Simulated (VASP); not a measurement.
# Ta4S in VASP: notebook, part 2 of 2

VASP 6.6.1. Earlier steps stand in the parts before.

**3. Single point, LDA**

File INCAR:

```
SYSTEM = Ta4S
PREC = Accurate ; ENCUT = 520
EDIFF = 1E-7 ; ISMEAR = 0
SIGMA = 0.1 ; LREAL = .FALSE.
LASPH = .TRUE. ; NELM = 100
ALGO = Normal ; ISIF = 2
LWAVE = .FALSE. ; LCHARG = .FALSE.
LDIPOL = .TRUE. ; IDIPOL = 3
DIPOL = 0.5 0.5 0.366 ; GGA = CA
NBANDS = 33
```

File KPOINTS:

```
regular mesh
0
G
  8 8 1
  0 0 0
```

File POSCAR:

```
Ta4S
1.0
    3.2528501163      0.0000000000      0.0000000000
    0.0000000000      3.2528501163      0.0000000000
    0.0000000000      0.0000000000     20.2133955625
Ta S
4 1
Direct
    0.5000000000      0.5000000000      0.1978885728
    0.0000000000      0.0000000000      0.2783513062
    0.5000000000      0.5000000000      0.3580225063
    0.0080728503      0.2175802151      0.4569234432
    0.1250000000      0.7500000000      0.5375510837
```

Potentials or basis: VASP PAW LDA potentials, release 64 (Ta_pv, S).

On the command line:

```sh
cat potpaw_LDA.64/Ta_pv/POTCAR potpaw_LDA.64/S/POTCAR > POTCAR
mpirun -np 1 vasp_std > vasp.out
```

OUTCAR:

```text
SYSTEM = Ta4S
   PREC = Accurate
   ENCUT = 520
   EDIFF = 1E-7
   ISMEAR = 0
   LREAL = .FALSE.
   LASPH = .TRUE.
   NELM = 100
   ISIF = 2
   GGA = CA

 ion  position               nearest neighbor table
   1  0.500  0.500  0.198-   2 2.82   2 2.82   2 2.82   2 2.82   3 3.24
   2  0.000  0.000  0.278-   3 2.81   3 2.81   3 2.81   3 2.81   1 2.82   1 2.82   1 2.82   1 2.82

   3  0.500  0.500  0.358-   4 2.72   4 2.75   2 2.81   2 2.81   2 2.81   2 2.81   1 3.24   4 3.46
                             4 3.49
   4  0.008  0.218  0.457-   5 2.26   5 2.41   3 2.72   3 2.75   3 3.46   3 3.49
   5  0.125  0.750  0.538-   4 2.26   4 2.41

  LATTYP: Found a simple tetragonal cell.
 ALAT       =     3.2528501163
 C/A-ratio  =     6.2140568547

  Lattice vectors:

 A1 = (   3.2528501163,   0.0000000000,   0.0000000000)
 A2 = (   0.0000000000,   3.2528501163,   0.0000000000)
 A3 = (   0.0000000000,   0.0000000000,  20.2133955625)

Analysis of symmetry for initial positions (statically):
=====================================================================
 Subroutine PRICEL returns:
 Original cell was already a primitive cell.

 Routine SETGRP: Setting up the symmetry group for a
 simple tetragonal supercell.

 Subroutine GETGRP returns: Found  1 space group operations
 (whereof  1 operations were pure point group operations)
 out of a pool of 16 trial point group operations.

The static configuration has the point symmetry C_1 .

Analysis of symmetry for dynamics (positions and initial velocities):
=====================================================================
 Subroutine PRICEL returns:
 Original cell was already a primitive cell.

 Routine SETGRP: Setting up the symmetry group for a
 simple tetragonal supercell.

 Subroutine GETGRP returns: Found  1 space group operations
 (whereof  1 operations were pure point group operations)
 out of a pool of 16 trial point group operations.

The dynamic configuration has the point symmetry C_1 .

 Subroutine INISYM returns: Found  1 space group operations
 (whereof  1 operations are pure point group operations),
 and found     1 'primitive' translations

----------------------------------------------------------------------------------------

                                     Primitive cell

  volume of cell :     213.8786

  direct lattice vectors                    reciprocal lattice vectors
     3.252850116  0.000000000  0.000000000     0.307422711  0.000000000  0.000000000
     0.000000000  3.252850116  0.000000000     0.000000000  0.307422711  0.000000000
     0.000000000  0.000000000 20.213395563     0.000000000  0.000000000  0.049472143

  length of vectors
     3.252850116  3.252850116 20.213395563     0.307422711  0.307422711  0.049472143

  position of ions in fractional coordinates (direct lattice)
     0.500000000  0.500000000  0.197888573
     0.000000000  0.000000000  0.278351306
     0.500000000  0.500000000  0.358022506
     0.008072850  0.217580215  0.456923443
     0.125000000  0.750000000  0.537551084

[... 38 lines left out ...]
  0.000000  0.125000  0.000000      2.000000
  0.250000  0.000000  0.000000      2.000000
  0.000000  0.250000  0.000000      2.000000
  0.375000  0.000000  0.000000      2.000000
[... 16 lines left out ...]
 -0.250000  0.250000  0.000000      2.000000
  0.375000  0.250000  0.000000      2.000000
 [... further k-points ...]
   k-points           NKPTS =     34   k-points in BZ     NKDIM =     34   number of bands    NBANDS=     33
   number of dos      NEDOS =    301   number of ions     NIONS =      5
   total plane-waves  NPLWV =  86400
   dimension x,y,z NGX =    24 NGY =   24 NGZ =  150
   dimension x,y,z NGXF=    48 NGYF=   48 NGZF=  300
   ions per type =               4   1
   NGX,Y,Z   is equivalent  to a cutoff of  12.27, 12.27, 12.34 a.u.
   NGXF,Y,Z  is equivalent  to a cutoff of  24.53, 24.53, 24.67 a.u.
 SYSTEM =  Ta4S
   PREC   = accura    normal or accurate (medium, high low for compatibility)
   ISTART =      0    job   : 0-new  1-cont  2-samecut
   ICHARG =      2    charge: 1-file 2-atom 10-const
   ISPIN  =      1    spin polarized calculation?
   LNONCOLLINEAR =      F non collinear calculations
   LSORBIT =      F    spin-orbit coupling
   LASPH  =      T    aspherical Exc in radial PAW
   ENCUT  =  520.0 eV  38.22 Ry    6.18 a.u.   6.05  6.05 37.58*2*pi/ulx,y,z
   NELM   =    100;   NELMIN=  2; NELMDL= -5     # of ELM steps
   EDIFF  = 0.1E-06   stopping-criterion for ELM
   LREAL  =      F    real-space projection
   EDIFFG = 0.1E-05   stopping-criterion for IOM
   NSW    =      0    number of steps for IOM
   IBRION =     -1    ionic relax: 0-MD 1-quasi-New 2-CG
   NFREE  =      0    steps in history (QN), initial steepest desc. (CG)
   ISIF   =      2    stress and relaxation
   ISYM   =      2    0-nonsym 1-usesym 2-fastsym
   POTIM  = 0.5000    time-step for ionic-motion
   TEBEG  =    0.0;   TEEND  =   0.0 temperature during run
   PSTRESS=    0.0 pullay stress
   NELECT =      50.0000    total number of electrons
   NUPDOWN=      -1.0000    fix difference up-down
   EMIN   =  10.00;   EMAX   =-10.00  energy-range for DOS
   EFERMI =   0.00;   METHOD = LEGACY
   ISMEAR =     0;   SIGMA  =   0.10  broadening in eV -4-tet -1-fermi 0-gaus
   EFERMI_NEDOS =   21; number of points for ismear=-14 and -15
   IALGO  =     38    algorithm
   IMIX   =      4    mixing-type and parameters
     AMIX     =   0.40;   BMIX     =  1.00
     AMIX_MAG =   1.60;   BMIX_MAG =  1.00
  volume/ion in A,a.u.               =      42.78       288.66
  Fermi-wavevector in a.u.,A,eV,Ry     =   1.008500  1.905788 13.838096  1.017071
  Thomas-Fermi vector in A             =   2.141370
   LORBIT       =      0    0 simple, 1 ext, 2 COOP (PROOUT), +10 PAW based schemes
   GGA     = CA    functional components
   LHFCALC =     F    Hartree Fock is set to
   AEXX    =    0.0000 exact exchange contribution
   IVDW    =     0    specifies the selected vdW correction
   LEPSILON=     F    determine dielectric tensor
   LRPA    =     F    only Hartree local field effects (RPA)
 non-spin polarized calculation
 Gauss-broadening in eV      SIGMA  =   0.10
  energy-cutoff  :      520.00
  volume of cell :      213.88
 maximum number of plane-waves:      5812
   NGX = 13   NGY = 13   NGZ = 75

 dipolmoment           0.000000      0.000000     -0.050360 electrons x Angstroem

 number of electron      50.0000005 magnetization

 dipolmoment           0.000000      0.000000      0.085078 electrons x Angstroem

 Free energy of the ion-electron system (eV)
  ---------------------------------------------------
  ext. energy  EPLUGINS =         0.00000000
  ---------------------------------------------------
  free energy    TOTEN  =       -53.60564463 eV

  energy without entropy =      -53.58518080  energy(sigma->0) =      -53.59541272

 E-fermi :  -0.3488     XC(G=0):  -6.2258

 val. band max:       -0.3904388855   @ k =   0.3750   0.2500   0.0000
 cond. band min:      -0.3434015716   @ k =   0.0000   0.2500   0.0000
 fundamental gap:      0.0470373139
 Fermi energy:        -0.3488493943

 k-point     1 :       0.0000    0.0000    0.0000
  band No.  band energies     occupation
      1     -34.9738      2.00000
      2     -34.7692      2.00000
      3     -34.7602      2.00000
      4     -34.7278      2.00000
      5     -34.4980      2.00000
      6     -34.4657      2.00000
[... 853 lines left out ...]
     32       2.6786      0.00000
     33       3.1356      0.00000

 [... further k-points ...]

------------------------ aborting loop because EDIFF is reached ----------------------------------------

 vacuum level on the upper side and lower side of the slab       (xc-potential included)         0.583        -0.898

  FORCE on cell =-STRESS in cart. coord.  units (eV):
  Direction    XX          YY          ZZ          XY          YZ          ZX
  --------------------------------------------------------------------------------------
  -------------------------------------------------------------------------------------
  Total       -5.3235733     -5.3852902     -3.7356713     -0.6401574     -3.9569723     -0.1406112
  in kB      -39.8792000    -40.3415251    -27.9841329     -4.7954569    -29.6419118     -1.0533269
  external PRESSURE =     -36.0682860 kB  Pullay stress =       0.0000000 kB

 VOLUME and BASIS-vectors are now :
 -----------------------------------------------------------------------------
  energy-cutoff  :      520.00
  volume of cell :      213.88
      direct lattice vectors                 reciprocal lattice vectors
     3.252850116  0.000000000  0.000000000     0.307422711  0.000000000  0.000000000
     0.000000000  3.252850116  0.000000000     0.000000000  0.307422711  0.000000000
     0.000000000  0.000000000 20.213395563     0.000000000  0.000000000  0.049472143

 POSITION                                       TOTAL-FORCE (eV/Angst)
 -----------------------------------------------------------------------------------
      1.62643      1.62643      4.00000        -0.042918     -0.026059      1.677618
      0.00000      0.00000      5.62643         0.114936      0.063001     -0.970097
      1.62643      1.62643      7.23685        -0.045697      1.048601     -0.755325
      0.02626      0.70776      9.23597        -0.000772      0.000623      0.007615
      0.40661      2.43964     10.86573        -0.025548     -1.086166      0.040189
 -----------------------------------------------------------------------------------
    total drift:                               -0.000051     -0.000021      0.000183

  FREE ENERGIE OF THE ION-ELECTRON SYSTEM (eV)
  ---------------------------------------------------
  free  energy   TOTEN  =       -53.6056446291 eV

  energy  without entropy=      -53.5851808028  energy(sigma->0) =      -53.59541272

 vacuum level on the upper side and lower side of the slab         5.209         3.688
```

It took 3.4 min on 1 thread of Intel Xeon 6975P-C (Granite Rapids), shared host; peak memory 0.34 GiB.

What came out:

```
Free energy            : -53.6056 eV
Largest force          : 1.678 eV/Å
Band gap on the k mesh : zero (bands 25 and 26 overlap by 0.42 eV)
```

Forces in eV/Å, atoms in the order of the input:
```
Ta  -0.043 -0.026  1.678
Ta   0.115  0.063 -0.970
Ta  -0.046  1.049 -0.755
Ta  -0.001  0.001  0.008
S   -0.026 -1.086  0.040
```

Caveat: spin-orbit coupling is left out, which moves the levels of the heavy elements.
